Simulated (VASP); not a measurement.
# BiTe (R-3m) in VASP: single point with PBEsol

Aim: the single point of BiTe with PBEsol.

All numbers are computed with VASP 6.6.1; they aren't measurements. Logs are shortened: lines on timing, memory, paths and dates and some standing lists are left out, and cuts for length are marked.

## (1) The cell of the first run

It takes space group R-3m (No. 166, trigonal). Conventional cell: a = 4.648 Å, b = 4.648 Å, c = 11.237 Å, α = 90.00°, β = 90.00°, γ = 120.00°. Within 4.3 Å of Bi (site symmetry -3m) lie 6 Te at 3.27 Å. Te (site symmetry -3m) has 6 Bi at 3.27 Å within 4.3 Å.

## (2) Single point, PBEsol (volume scaled by 1.10, then relaxed in part)

File INCAR:

```
PREC     = Accurate       # precision mode
ENCUT    = 520            # plane-wave cutoff, eV
EDIFF    = 1E-6           # SCF threshold, eV
ISMEAR   = 0              # smearing method
SIGMA    = 0.1            # smearing width, eV
LREAL    = False          # projectors in reciprocal space
LASPH    = True           # aspherical terms in the spheres
NELM     = 80             # most SCF steps
ALGO     = Normal         # electronic algorithm
ISIF     = 2              # what is computed and relaxed
LWAVE    = False          # write WAVECAR
LCHARG   = False          # write CHGCAR
GGA      = PS             # functional
NBANDS   = 18             # bands
```

File KPOINTS:

```
Automatic mesh
0
Gamma
  12 12 12
```

File POSCAR:

```
BiTe
1.0
    2.3240984096      1.3418188424      3.7455820802
   -2.3240984096      1.3418188424      3.7455820802
    0.0000000000     -2.6836376848      3.7455820802
Bi Te
1 1
Direct
    0.5000000000      0.5000000000      0.5000000000
    0.0000000000      0.0000000000      0.0000000000
```

Potentials or basis: VASP PAW PBE potentials, release 64 (Bi_d, Te).

On the command line:

```sh
$ cat potpaw_PBE.64/Bi_d/POTCAR potpaw_PBE.64/Te/POTCAR > POTCAR
$ mpirun -np 1 vasp_std > vasp.out
```

OUTCAR:

```text
PREC = Accurate
   ENCUT = 520
   EDIFF = 1E-6
   ISMEAR = 0
   LREAL = False
   LASPH = True
   NELM = 80
   ISIF = 2
   GGA = PS

 ion  position               nearest neighbor table
   1  0.500  0.500  0.500-   2 3.27   2 3.27   2 3.27   2 3.27   2 3.27   2 3.27
   2  0.000  0.000  0.000-   1 3.27   1 3.27   1 3.27   1 3.27   1 3.27   1 3.27

  LATTYP: Found a trigonal (rhomboedric) cell.
 ALAT       =     4.6077430856
 COS(alpha) =     0.4911819485

  Lattice vectors:

 A1 = (   2.3240984096,   1.3418188424,   3.7455820802)
 A2 = (  -2.3240984096,   1.3418188424,   3.7455820802)
 A3 = (   0.0000000000,  -2.6836376848,   3.7455820802)

Analysis of symmetry for initial positions (statically):
=====================================================================
 Subroutine PRICEL returns:
 Original cell was already a primitive cell.

 Routine SETGRP: Setting up the symmetry group for a
 trigonal (rhombohedral) supercell.

 Subroutine GETGRP returns: Found 12 space group operations
 (whereof 12 operations were pure point group operations)
 out of a pool of 12 trial point group operations.

The static configuration has the point symmetry D_3d.

Analysis of symmetry for dynamics (positions and initial velocities):
=====================================================================
 Subroutine PRICEL returns:
 Original cell was already a primitive cell.

 Routine SETGRP: Setting up the symmetry group for a
 trigonal (rhombohedral) supercell.

 Subroutine GETGRP returns: Found 12 space group operations
 (whereof 12 operations were pure point group operations)
 out of a pool of 12 trial point group operations.

The dynamic configuration has the point symmetry D_3d.

 Subroutine INISYM returns: Found 12 space group operations
 (whereof 12 operations are pure point group operations),
 and found     1 'primitive' translations

----------------------------------------------------------------------------------------

                                     Primitive cell

  volume of cell :      70.0840

  direct lattice vectors                    reciprocal lattice vectors
     2.324098410  1.341818842  3.745582080     0.215137190  0.124209514  0.088993733
    -2.324098410  1.341818842  3.745582080    -0.215137190  0.124209514  0.088993733
     0.000000000 -2.683637685  3.745582080     0.000000000 -0.248419029  0.088993733

  length of vectors
     4.607743086  4.607743086  4.607743086     0.263878567  0.263878567  0.263878567

  position of ions in fractional coordinates (direct lattice)
     0.500000000  0.500000000  0.500000000
     0.000000000  0.000000000  0.000000000

  ion indices of the primitive-cell ions
   primitive index   ion index
                 1           1
                 2           2

----------------------------------------------------------------------------------------

 KPOINTS: Automatic mesh

Automatic generation of k-mesh.
 Grid dimensions read from file:
 generate k-points for:   12   12   12

 Generating k-lattice:

  Cartesian coordinates                     Fractional coordinates (reciprocal lattice)
     0.017928099  0.010350793  0.007416144     0.083333333  0.000000000 -0.000000000
    -0.017928099  0.010350793  0.007416144     0.000000000  0.083333333 -0.000000000
     0.000000000 -0.020701586  0.007416144    -0.000000000 -0.000000000  0.083333333

  Length of vectors
     0.021989881  0.021989881  0.021989881

  Shift w.r.t. Gamma in fractional coordinates (k-lattice)
     0.000000000  0.000000000  0.000000000

 Subroutine IBZKPT returns following result:
 ===========================================

 Found    189 irreducible k-points:

 Following reciprocal coordinates:
            Coordinates               Weight
  0.000000  0.000000  0.000000      1.000000
  0.083333 -0.000000  0.000000      6.000000
  0.166667 -0.000000  0.000000      6.000000
  0.250000  0.000000  0.000000      6.000000
  0.333333  0.000000  0.000000      6.000000
  0.416667  0.000000  0.000000      6.000000
[... 16 lines left out ...]
  0.500000  0.166667  0.000000     12.000000
 -0.416667  0.166667 -0.000000     12.000000
 [... further k-points ...]
   k-points           NKPTS =    189   k-points in BZ     NKDIM =    189   number of bands    NBANDS=     18
   number of dos      NEDOS =    301   number of ions     NIONS =      2
   total plane-waves  NPLWV =  46656
   dimension x,y,z NGX =    36 NGY =   36 NGZ =   36
   dimension x,y,z NGXF=    72 NGYF=   72 NGZF=   72
   ions per type =               1   1
   NGX,Y,Z   is equivalent  to a cutoff of  12.99, 12.99, 12.99 a.u.
   NGXF,Y,Z  is equivalent  to a cutoff of  25.98, 25.98, 25.98 a.u.
 SYSTEM =  unknown system
   PREC   = accura    normal or accurate (medium, high low for compatibility)
   ISTART =      0    job   : 0-new  1-cont  2-samecut
   ICHARG =      2    charge: 1-file 2-atom 10-const
   ISPIN  =      1    spin polarized calculation?
   LNONCOLLINEAR =      F non collinear calculations
   LSORBIT =      F    spin-orbit coupling
   LASPH  =      T    aspherical Exc in radial PAW
   ENCUT  =  520.0 eV  38.22 Ry    6.18 a.u.   8.57  8.57  8.57*2*pi/ulx,y,z
   NELM   =     80;   NELMIN=  2; NELMDL= -5     # of ELM steps
   EDIFF  = 0.1E-05   stopping-criterion for ELM
   LREAL  =      F    real-space projection
   EDIFFG = 0.1E-04   stopping-criterion for IOM
   NSW    =      0    number of steps for IOM
   IBRION =     -1    ionic relax: 0-MD 1-quasi-New 2-CG
   NFREE  =      0    steps in history (QN), initial steepest desc. (CG)
   ISIF   =      2    stress and relaxation
   ISYM   =      2    0-nonsym 1-usesym 2-fastsym
   POTIM  = 0.5000    time-step for ionic-motion
   TEBEG  =    0.0;   TEEND  =   0.0 temperature during run
   PSTRESS=    0.0 pullay stress
   NELECT =      21.0000    total number of electrons
   NUPDOWN=      -1.0000    fix difference up-down
   EMIN   =  10.00;   EMAX   =-10.00  energy-range for DOS
   EFERMI =   0.00;   METHOD = LEGACY
   ISMEAR =     0;   SIGMA  =   0.10  broadening in eV -4-tet -1-fermi 0-gaus
   EFERMI_NEDOS =   21; number of points for ismear=-14 and -15
   IALGO  =     38    algorithm
   IMIX   =      4    mixing-type and parameters
     AMIX     =   0.40;   BMIX     =  1.00
     AMIX_MAG =   1.60;   BMIX_MAG =  1.00
  volume/ion in A,a.u.               =      35.04       236.48
  Fermi-wavevector in a.u.,A,eV,Ry     =   1.095490  2.070175 16.328318  1.200098
  Thomas-Fermi vector in A             =   2.231814
   LORBIT       =      0    0 simple, 1 ext, 2 COOP (PROOUT), +10 PAW based schemes
   GGA     = PS    functional components
   LHFCALC =     F    Hartree Fock is set to
   AEXX    =    0.0000 exact exchange contribution
   IVDW    =     0    specifies the selected vdW correction
   LEPSILON=     F    determine dielectric tensor
   LRPA    =     F    only Hartree local field effects (RPA)
 non-spin polarized calculation
 Gauss-broadening in eV      SIGMA  =   0.10
  energy-cutoff  :      520.00
  volume of cell :       70.08
 maximum number of plane-waves:      1909
 NGX is ok and might be reduce to    36
   NGX = 17   NGY = 17   NGZ = 17

 number of electron      20.9999995 magnetization

 Free energy of the ion-electron system (eV)
  ---------------------------------------------------
  ext. energy  EPLUGINS =         0.00000000
  ---------------------------------------------------
  free energy    TOTEN  =        -7.94287609 eV

  energy without entropy =       -7.93594715  energy(sigma->0) =       -7.93941162

 E-fermi :   6.0587     XC(G=0):  -9.4426

 val. band max:        6.0455936380   @ k =  -0.2500   0.2500   0.0000
 cond. band min:       6.0625962884   @ k =   0.4167   0.3333   0.2500
 fundamental gap:      0.0170026504
 Fermi energy:         6.0586613180

 k-point     1 :       0.0000    0.0000    0.0000
  band No.  band energies     occupation
      1     -16.9703      2.00000
      2     -16.9703      2.00000
      3     -16.9680      2.00000
      4     -16.9680      2.00000
      5     -16.9662      2.00000
      6      -7.2227      2.00000
[... 10 lines left out ...]
     17      11.9066      0.00000
     18      12.6009      0.00000

 k-point     2 :       0.0833   -0.0000    0.0000
  band No.  band energies     occupation
      1     -16.9704      2.00000
      2     -16.9703      2.00000
      3     -16.9678      2.00000
      4     -16.9678      2.00000
      5     -16.9659      2.00000
      6      -7.1636      2.00000
[... 10 lines left out ...]
     17      12.3346      0.00000
     18      13.0538      0.00000

 k-point     3 :       0.1667   -0.0000    0.0000
  band No.  band energies     occupation
      1     -16.9710      2.00000
      2     -16.9708      2.00000
      3     -16.9674      2.00000
      4     -16.9670      2.00000
      5     -16.9650      2.00000
      6      -6.9874      2.00000
[... 10 lines left out ...]
     17      13.3409      0.00000
     18      13.9241      0.00000

 k-point     4 :       0.2500    0.0000    0.0000
  band No.  band energies     occupation
      1     -16.9719      2.00000
      2     -16.9718      2.00000
      3     -16.9669      2.00000
      4     -16.9656      2.00000
      5     -16.9635      2.00000
      6      -6.6979      2.00000
[... 375 lines left out ...]
      4     -16.9632      2.00000
      5     -16.9605      2.00000
      6      -5.9974      2.00000
[... 10 lines left out ...]
     17      14.5147      0.00000
     18      15.4328      0.00000

 k-point    23 :       0.5000    0.1667    0.0000
  band No.  band energies     occupation
      1     -16.9755      2.00000
      2     -16.9718      2.00000
      3     -16.9660      2.00000
      4     -16.9630      2.00000
      5     -16.9601      2.00000
      6      -5.5277      2.00000
[... 10 lines left out ...]
     17      14.7383      0.00000
     18      15.6094      0.00000

 k-point    24 :      -0.4167    0.1667   -0.0000
  band No.  band energies     occupation
      1     -16.9749      2.00000
      2     -16.9725      2.00000
      3     -16.9653      2.00000
      4     -16.9632      2.00000
      5     -16.9604      2.00000
      6      -5.3432      2.00000
[... 10 lines left out ...]
     17      15.3852      0.00000
     18      16.4860      0.00000

 [... further k-points ...]

------------------------ aborting loop because EDIFF is reached ----------------------------------------

  FORCE on cell =-STRESS in cart. coord.  units (eV):
  Direction    XX          YY          ZZ          XY          YZ          ZX
  --------------------------------------------------------------------------------------
  -------------------------------------------------------------------------------------
  Total       -1.4273303     -1.4273303     -1.3912808      0.0000000     -0.0000000      0.0000000
  in kB      -32.6299270    -32.6299270    -31.8058056      0.0000000     -0.0000000      0.0000000
  external PRESSURE =     -32.3552199 kB  Pullay stress =       0.0000000 kB

 VOLUME and BASIS-vectors are now :
 -----------------------------------------------------------------------------
  energy-cutoff  :      520.00
  volume of cell :       70.08
      direct lattice vectors                 reciprocal lattice vectors
     2.324098410  1.341818842  3.745582080     0.215137190  0.124209514  0.088993733
    -2.324098410  1.341818842  3.745582080    -0.215137190  0.124209514  0.088993733
     0.000000000 -2.683637685  3.745582080     0.000000000 -0.248419029  0.088993733

 POSITION                                       TOTAL-FORCE (eV/Angst)
 -----------------------------------------------------------------------------------
      0.00000      0.00000      5.61837         0.000000      0.000000      0.000000
      0.00000      0.00000      0.00000         0.000000      0.000000     -0.000000
 -----------------------------------------------------------------------------------
    total drift:                               -0.000000     -0.000000      0.000000

  FREE ENERGIE OF THE ION-ELECTRON SYSTEM (eV)
  ---------------------------------------------------
  free  energy   TOTEN  =        -7.9428760867 eV

  energy  without entropy=       -7.9359471531  energy(sigma->0) =       -7.93941162
```

It took 1.9 min on 1 thread of AMD EPYC 9R45 (Zen 5), shared host; peak memory 0.35 GiB.

Results:

| Item | Value |
| --- | --- |
| Free energy | -7.9429 eV |
| Pressure | -3.2 GPa |

Levels at points of the mesh, in eV from the Fermi level:
```tsv
k point	band 8	band 9	band 10	band 11	band 12	band 13
(0.00, 0.00, 0.00)	-2.46	-2.46	-2.35	2.07	2.11	2.11
(0.50, 0.00, 0.00)	-1.82	-1.79	-1.57	-0.81	-0.57	-0.52
(0.50, 0.50, 0.00)	-5.42	-3.87	-3.79	2.32	3.43	3.47
(0.50, 0.50, 0.50)	-1.85	-1.85	-1.64	-0.88	-0.61	-0.61
```

Caveat: the PAW data sets were made with another functional, which shifts forces and pressure a little; spin-orbit coupling is left out, which moves the levels of the heavy elements.
